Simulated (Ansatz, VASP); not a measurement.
One calculation of ZnO, two programs

INCAR

```
ALGO     = Normal         # electronic algorithm
EDIFF    = 1E-6           # SCF threshold, eV
ENCUT    = 520            # plane-wave cutoff, eV
GGA      = PE             # functional
ISIF     = 2              # what is computed and relaxed
ISMEAR   = -1             # smearing method
LASPH    = True           # aspherical terms in the spheres
LCHARG   = True           # write CHGCAR
LELF     = True           # ELF
LREAL    = False          # projectors in reciprocal space
LVHAR    = True         
LWAVE    = False          # write WAVECAR
NBANDS   = 26             # bands
NELM     = 60             # most SCF steps
PREC     = Accurate       # precision mode
SIGMA    = 0.08           # smearing width, eV
```

File KPOINTS:

```
k-points
0
Gamma
  11 11 6
```

File POSCAR:

```
ZnO
1.0
    2.9433246558      0.0000000000      0.0000000000
   -1.4716623279      2.5489939236      0.0000000000
    0.0000000000      0.0000000000      5.0924583606
Zn O
2 2
Direct
    0.0000000000      0.0000000000      0.0000000000
    0.0000000000      0.0000000000      0.5000000000
    0.3333333333      0.6666666667      0.2500000000
    0.6666666667      0.3333333333      0.7500000000
```

Input for Ansatz:

```yaml
crystal:
  lattice:
    - [2.9433246558, 0.0, 0.0]
    - [-1.4716623279, 2.5489939236, 0.0]
    - [0.0, 0.0, 5.0924583606]
  atoms:
    - { symbol: Zn, position: [0.0, 0.0, 0.0] }
    - { symbol: Zn, position: [0.0, 0.0, 0.5] }
    - { symbol: O, position: [0.3333333333, 0.6666666667, 0.25] }
    - { symbol: O, position: [0.6666666667, 0.3333333333, 0.75] }
kpoints:
  mp_grid: { grid: [11, 11, 6] }
scf:
  occupations: { method: fermi_dirac, width: 0.08 }
hamiltonian:
  xc: pbe
  pseudopotentials: { kind: all_electron, lapw: { basis_error: 0.0005 } }
output:
  forces: true
  stress: true
  eigenvalues: true
  populations: true
```

Alike in both runs: task single point; functional PBE; k mesh 11 × 11 × 6; occupations fermi-dirac, width 0.08 eV; no spin polarisation.

|  | VASP | Ansatz |
| --- | --- | --- |
| version | VASP 6.6.1 | Ansatz 0.2.0 |
| potentials or method | VASP PAW PBE potentials, release 64 (Zn, O), cutoff 520 eV | all-electron LAPW, scalar-relativistic |

|  | VASP | Ansatz | Ansatz less VASP |
| --- | --- | --- | --- |
| pressure (GPa) | 15.1 | 13.8 | -1.31 |
| traceless stress, the component that is largest in VASP (GPa) | 0.13 | -0.03 | -0.162 |

Ansatz ran all-electron here, and VASP with PAW potentials.
